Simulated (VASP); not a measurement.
Wanted: the native input for a VASP 6.6.1 run.

* Task: single point
* Functional: PBE
* Potentials or basis: VASP PAW PBE potentials, release 64 (Si, Br)
* Cutoff: 520 eV
* k mesh: 8 × 8 × 8
* Occupations: gaussian, width 0.1 eV
* Spin: no spin polarisation
* Dipole correction: no
* k mesh for the DOS: 12 × 12 × 12
* Occupations for the DOS: tetrahedron
* Further INCAR settings: ALGO = Normal; EDIFF = 1e-07

Crystal: Si2Br3.

```
Si Br
1.0
     5.54353    0.00000    0.00000
     0.00000    5.54353    0.00000
     0.00000    0.00000    5.17962
Si Br
2 3
Cartesian
  0.0000 0.0000 2.5898
  2.7718 2.7718 2.5898
  0.0000 0.0000 0.0000
  0.0000 2.7718 0.0000
  2.7718 0.0000 0.0000
```

One way to write it, as run:

POSCAR

```
Si2Br3
1.0
    5.5435255429      0.0000000000      0.0000000000
    0.0000000000      5.5435255429      0.0000000000
    0.0000000000      0.0000000000      5.1796234064
Si Br
2 3
Direct
    0.0000000000      0.0000000000      0.5000000000
    0.5000000000      0.5000000000      0.5000000000
    0.0000000000      0.0000000000      0.0000000000
    0.0000000000      0.5000000000      0.0000000000
    0.5000000000      0.0000000000      0.0000000000
```

INCAR.step1

```
PREC = Accurate
ENCUT = 520
EDIFF = 1E-7
ISMEAR = 0
SIGMA = 0.1
LREAL = False
LASPH = True
NELM = 100
ALGO = Normal
ISIF = 2
LWAVE = False
LCHARG = True
GGA = PE
NBANDS = 22
```

KPOINTS.step1

```
Automatic mesh
0
Gamma
  8 8 8
```

INCAR.step2

```
PREC = Accurate
ENCUT = 520
EDIFF = 1E-7
ISMEAR = -5
SIGMA = 0.1
LREAL = False
LASPH = True
NELM = 100
ALGO = Normal
ISIF = 2
LWAVE = False
LCHARG = False
GGA = PE
LORBIT = 10
NEDOS = 2001
ICHARG = 11
```

KPOINTS.step2

```
Automatic mesh
0
Gamma
  12 12 12
```

Potentials or basis: VASP PAW PBE potentials, release 64 (Si, Br).

The run is started by

```console
$ cat potpaw_PBE.64/Si/POTCAR potpaw_PBE.64/Br/POTCAR > POTCAR
$ cp INCAR.step1 INCAR
$ cp KPOINTS.step1 KPOINTS
$ mpirun -np 1 vasp_std > vasp.out
$ cp INCAR.step2 INCAR
$ cp KPOINTS.step2 KPOINTS
$ mpirun -np 1 vasp_std > vasp.out
```

It gave:

```
Valence electrons inside the program's atomic spheres : Si 1.48, 1.43; Br 4.75, 4.76 (each value once)
```

Caveat: an odd number of electrons without spin polarisation forces a metal; a magnetic or distorted state may lie lower.

Run time: 14 min on 1 thread of Intel Xeon 8259CL, on a shared host, peak memory 0.61 GiB.
